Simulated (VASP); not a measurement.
# MnS (Fm-3m) in VASP: notebook, part 2 of 3

VASP 6.6.1. The steps go on from the part before.

### 4 Single point, PBEsol+U, collinear spin, ferromagnetic start

Input file INCAR:

```
PREC = Accurate
ENCUT = 520
EDIFF = 1E-6
ISMEAR = 0
SIGMA = 0.05
LREAL = False
LASPH = True
NELM = 150
ALGO = Normal
ISIF = 2
LWAVE = False
LCHARG = False
ISPIN = 2
MAGMOM = 5.03 5.03 0.39 0.39
LORBIT = 11
NUPDOWN = 11.0
LMAXMIX = 4
LDAU = True
LDAUTYPE = 1
LDAUL = 2 -1
LDAUU = 4 0
LDAUJ = 0.9 0
LDAUPRINT = 1
GGA = PS
NBANDS = 31
```

Input file KPOINTS:

```
Automatic mesh
0
Gamma
  6 6 6
```

Input file POSCAR:

```
MnS
1.0
    0.0000000000      2.6122498900      2.6122498900
    5.2244997800      2.6122498900      2.6122498900
    5.2244997800      5.2244997800      0.0000000000
Mn S
2 2
Direct
    0.0000000000      0.0000000000      0.0000000000
    0.0000000000      0.0000000000      0.5000000000
    0.5000000000      0.5000000000      0.0000000000
    0.5000000000      0.5000000000      0.5000000000
```

Potentials or basis: VASP PAW PBE potentials, release 64 (Mn_pv, S).

Launch:

```console
$ cat potpaw_PBE.64/Mn_pv/POTCAR potpaw_PBE.64/S/POTCAR > POTCAR
$ mpirun -np 1 vasp_std > vasp.out
```

OUTCAR:

```text
PREC = Accurate
   ENCUT = 520
   EDIFF = 1E-6
   ISMEAR = 0
   LREAL = False
   LASPH = True
   NELM = 150
   ISIF = 2
   ISPIN = 2
   LORBIT = 11
   NUPDOWN = 11.0
   GGA = PS

 ion  position               nearest neighbor table
   1  0.000  0.000  0.000-   4 2.61   3 2.61   4 2.61   3 2.61   4 2.61   4 2.61
   2  0.000  0.000  0.500-   3 2.61   3 2.61   4 2.61   4 2.61   3 2.61   3 2.61
   3  0.500  0.500  0.000-   2 2.61   1 2.61   2 2.61   1 2.61   2 2.61   2 2.61
   4  0.500  0.500  0.500-   1 2.61   1 2.61   2 2.61   2 2.61   1 2.61   1 2.61

  LATTYP: Found a simple tetragonal cell.
 ALAT       =     3.6942792227
 C/A-ratio  =     1.4142135624

  Lattice vectors:

 A1 = (   0.0000000000,  -2.6122498900,   2.6122498900)
 A2 = (   0.0000000000,  -2.6122498900,  -2.6122498900)
 A3 = (   5.2244997800,   0.0000000000,   0.0000000000)

Analysis of symmetry for initial positions (statically):
=====================================================================
 Subroutine PRICEL returns following result:

  LATTYP: Found a face centered cubic cell.
 ALAT       =     5.2244997800
[... 12 lines left out ...]
 Subroutine GETGRP returns: Found 16 space group operations
 (whereof 16 operations were pure point group operations)
 out of a pool of 16 trial point group operations.

The static configuration has the point symmetry D_4h.

Analysis of symmetry for dynamics (positions and initial velocities):
=====================================================================
 Subroutine PRICEL returns following result:

  LATTYP: Found a face centered cubic cell.
 ALAT       =     5.2244997800
[... 12 lines left out ...]
 Subroutine GETGRP returns: Found 16 space group operations
 (whereof 16 operations were pure point group operations)
 out of a pool of 16 trial point group operations.

The dynamic configuration has the point symmetry D_4h.

Analysis of structural, dynamic, and magnetic symmetry:
=====================================================================
 Subroutine PRICEL returns following result:

  LATTYP: Found a face centered cubic cell.
 ALAT       =     5.2244997800
[... 12 lines left out ...]
 Subroutine GETGRP returns: Found 16 space group operations
 (whereof 16 operations were pure point group operations)
 out of a pool of 16 trial point group operations.

The overall configuration has the point symmetry D_4h.

 Subroutine INISYM returns: Found 16 space group operations
 (whereof 16 operations are pure point group operations),
 and found     2 'primitive' translations

----------------------------------------------------------------------------------------

                                     Primitive cell

  volume of cell :      35.6512

[... 161 lines left out ...]
  o =  0.9515  v =  0.0000 -0.0000 -0.8660  0.0000 -0.5000  0.0000  0.0000  0.0000  0.0000  0.0000      0.0000  0.0000  0.0000  0.0000  0.0000  0.0000  0.0000  0.0000  0.0000  0.0000

atom =   2  type =  1  l = 2

 onsite density matrix

spin component  1

  0.9286 -0.0000 -0.0000 -0.0000 -0.0000
 -0.0000  0.9285  0.0000 -0.0000 -0.0000
 -0.0000  0.0000  0.9514  0.0000  0.0002
 -0.0000 -0.0000  0.0000  0.9286  0.0000
 -0.0000 -0.0000  0.0002  0.0000  0.9512

spin component  2

  0.0145  0.0000  0.0000 -0.0000  0.0000
  0.0000  0.0145 -0.0000 -0.0000  0.0000
  0.0000 -0.0000  0.0700 -0.0000 -0.0009
 -0.0000 -0.0000 -0.0000  0.0145 -0.0000
  0.0000  0.0000 -0.0009 -0.0000  0.0710

 occupancies and eigenvectors

  o =  0.0145  v =  0.0000  0.0000  0.0000  0.0000  0.0000  0.0000 -1.0000 -0.0000 -0.0000  0.0000      0.0000  0.0000  0.0000  0.0000  0.0000  0.0000  0.0000  0.0000  0.0000  0.0000
  o =  0.0145  v =  0.0000  0.0000  0.0000  0.0000  0.0000  0.0024 -0.0000 -0.0000  1.0000  0.0000      0.0000  0.0000  0.0000  0.0000  0.0000  0.0000  0.0000  0.0000  0.0000  0.0000
  o =  0.0145  v =  0.0000  0.0000  0.0000  0.0000  0.0000  1.0000  0.0000 -0.0000 -0.0024 -0.0000      0.0000  0.0000  0.0000  0.0000  0.0000  0.0000  0.0000  0.0000  0.0000  0.0000
  o =  0.0695  v =  0.0000  0.0000  0.0000  0.0000  0.0000  0.0000 -0.0000  0.8660  0.0000  0.5000      0.0000  0.0000  0.0000  0.0000  0.0000  0.0000  0.0000  0.0000  0.0000  0.0000
  o =  0.0715  v =  0.0000  0.0000  0.0000  0.0000  0.0000 -0.0000 -0.0000  0.5000  0.0000 -0.8660      0.0000  0.0000  0.0000  0.0000  0.0000  0.0000  0.0000  0.0000  0.0000  0.0000
  o =  0.9285  v =  0.0000 -1.0000  0.0000  0.0000 -0.0000  0.0000  0.0000  0.0000  0.0000  0.0000      0.0000  0.0000  0.0000  0.0000  0.0000  0.0000  0.0000  0.0000  0.0000  0.0000
  o =  0.9286  v =  1.0000  0.0000  0.0000  0.0000  0.0000  0.0000  0.0000  0.0000  0.0000  0.0000      0.0000  0.0000  0.0000  0.0000  0.0000  0.0000  0.0000  0.0000  0.0000  0.0000
  o =  0.9286  v =  0.0000 -0.0000 -0.0000 -1.0000 -0.0000  0.0000  0.0000  0.0000  0.0000  0.0000      0.0000  0.0000  0.0000  0.0000  0.0000  0.0000  0.0000  0.0000  0.0000  0.0000
  o =  0.9511  v =  0.0000 -0.0000 -0.5000 -0.0000  0.8660  0.0000  0.0000  0.0000  0.0000  0.0000      0.0000  0.0000  0.0000  0.0000  0.0000  0.0000  0.0000  0.0000  0.0000  0.0000
  o =  0.9515  v =  0.0000 -0.0000 -0.8660  0.0000 -0.5000  0.0000  0.0000  0.0000  0.0000  0.0000      0.0000  0.0000  0.0000  0.0000  0.0000  0.0000  0.0000  0.0000  0.0000  0.0000

 number of electron      37.9999988 magnetization      11.0000014

 Free energy of the ion-electron system (eV)
  ---------------------------------------------------
  ext. energy  EPLUGINS =         0.00000000
  ---------------------------------------------------
  free energy    TOTEN  =       -25.68835460 eV

  energy without entropy =      -25.68469889  energy(sigma->0) =      -25.68652674

 E-fermi :   3.9438     XC(G=0): -10.7471

 val. band max:        9.0761658340   @ k =   0.1667   0.1667   0.0000
 cond. band min:       4.0031618359   @ k =   0.3333   0.1667   0.1667
 fundamental gap:     -5.0730039981
 Fermi energy:         9.2280185293

 spin component 1

 k-point     1 :       0.0000    0.0000    0.0000
  band No.  band energies     occupation
      1     -44.2343      1.00000
      2     -44.2343      1.00000
      3     -44.2338      1.00000
      4     -44.2313      1.00000
      5     -44.2313      1.00000
      6     -44.2266      1.00000
[... 1625 lines left out ...]
     30      14.6766      0.00000
     31      15.6664      0.00000

 [... further k-points ...]

------------------------ aborting loop because EDIFF is reached ----------------------------------------

  FORCE on cell =-STRESS in cart. coord.  units (eV):
  Direction    XX          YY          ZZ          XY          YZ          ZX
  --------------------------------------------------------------------------------------
  -------------------------------------------------------------------------------------
  Total        2.1019540      1.9723838      1.9723838      0.0000000      0.0000000      0.0000000
  in kB       47.2312710     44.3198065     44.3198065      0.0000000      0.0000000      0.0000000
  external PRESSURE =      45.2902947 kB  Pullay stress =       0.0000000 kB

 VOLUME and BASIS-vectors are now :
 -----------------------------------------------------------------------------
  energy-cutoff  :      520.00
  volume of cell :       71.30
      direct lattice vectors                 reciprocal lattice vectors
     0.000000000  2.612249890  2.612249890    -0.191405884  0.191405884  0.191405884
     5.224499780  2.612249890  2.612249890     0.191405884 -0.191405884  0.191405884
     5.224499780  5.224499780  0.000000000     0.000000000  0.191405884 -0.191405884

 POSITION                                       TOTAL-FORCE (eV/Angst)
 -----------------------------------------------------------------------------------
      0.00000      0.00000      0.00000         0.000000     -0.000000     -0.000000
      2.61225      2.61225      0.00000        -0.000000      0.000000      0.000000
      2.61225      2.61225      2.61225         0.000000      0.000000     -0.000000
      5.22450      5.22450      2.61225         0.000000      0.000000     -0.000000
 -----------------------------------------------------------------------------------
    total drift:                                0.000000      0.000000      0.000000

  FREE ENERGIE OF THE ION-ELECTRON SYSTEM (eV)
  ---------------------------------------------------
  free  energy   TOTEN  =       -25.6883545959 eV

  energy  without entropy=      -25.6846988869  energy(sigma->0) =      -25.68652674

 total charge

# of ion       s       p       d       tot
------------------------------------------
    1        0.285   6.174   4.855  11.315
    2        0.285   6.174   4.855  11.315
    3        1.335   2.359   0.000   3.695
    4        1.335   2.359   0.000   3.695
--------------------------------------------------
tot          3.242  17.067   9.711  30.019

 magnetization (x)

# of ion       s       p       d       tot
------------------------------------------
    1        0.117   0.054   4.493   4.664
    2        0.117   0.054   4.493   4.664
    3        0.036   0.219   0.000   0.256
    4        0.036   0.219   0.000   0.256
--------------------------------------------------
tot          0.308   0.546   8.986   9.839
```

Wall time 2.8 min (1 thread of Intel Xeon Platinum 8488C (Sapphire Rapids), shared host); peak memory 0.38 GiB.

Results:

```
Free energy                                           : -25.6884 eV
Pressure                                              : 4.5 GPa
Net moment                                            : 11.00 μB per cell
Site moments                                          : Mn +4.66; S +0.26 μB
Valence electrons inside the program's atomic spheres : Mn 11.31; S 3.69
```

Eigenvalues of the final occupation matrices:
```
    site  spin  trace               eigenvalues
site 1 d     1   4.69  0.93 0.93 0.93 0.95 0.95
site 1 d     2   0.18  0.01 0.01 0.01 0.07 0.07
site 2 d     1   4.69  0.93 0.93 0.93 0.95 0.95
site 2 d     2   0.18  0.01 0.01 0.01 0.07 0.07
```

Caveat: the cell stands under pressure; the PAW data sets were made with another functional, which shifts forces and pressure a little; the total moment is fixed, so each spin has its own Fermi level and the state may be an excited one; the run started ferromagnetic, and an antiferromagnetic order may lie lower in energy. The state reached can hang on the start; a lower one may exist.

(Part 2 of 3 ends here.)
